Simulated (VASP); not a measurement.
TePt, 4 atoms in the cell. The structure is hexagonal, space group P6_3/mmc (No. 194). The conventional cell has a = 4.083 Å, b = 4.083 Å, c = 5.353 Å, α = 90.00°, β = 90.00°, γ = 120.00°. Within 3.6 Å of Te (site symmetry -6m2) lie 6 Pt at 2.71 Å and 6 Te at 3.57 Å. Pt (site symmetry -3m) has 2 Pt at 2.68 Å and 6 Te at 2.71 Å within 3.5 Å. 

| Quantity | Value |
| --- | --- |
| Program | VASP 6.6.1 |
| Task | single point |
| Functional | LDA |
| Potentials or basis | VASP PAW LDA potentials, release 64 (Te, Pt) |
| Cutoff | 520 eV |
| k mesh | 12 × 12 × 8 |
| Occupations | gaussian, width 0.15 eV |
| Spin | collinear spin |
| Starting moments | [0.0, 0.0, 0.062, 0.062] μB |
| Fixed moment | 0.125 μB |
| Dipole correction | no |
| Further INCAR settings | ALGO = Normal; EDIFF = 1e-07; NBANDS = 28 |

Potentials or basis: VASP PAW LDA potentials, release 64 (Te, Pt).

Run with:

```bash
$ cat potpaw_LDA.64/Te/POTCAR potpaw_LDA.64/Pt/POTCAR > POTCAR
$ mpirun -np 1 vasp_std > vasp.out
```

Hardware: 1 thread of Intel(R) Xeon(R) Platinum 8259CL CPU @ 2.50GHz (Skylake/Cascade Lake), with other jobs on the host.

Question: How long does it take, and how much memory?

Answer: Wall time 5.4 min on 1 thread of Intel(R) Xeon(R) Platinum 8259CL CPU @ 2.50GHz (Skylake/Cascade Lake), with other jobs on the host, peak memory 0.38 GiB. Counts: scf iterations 14, k points 95.
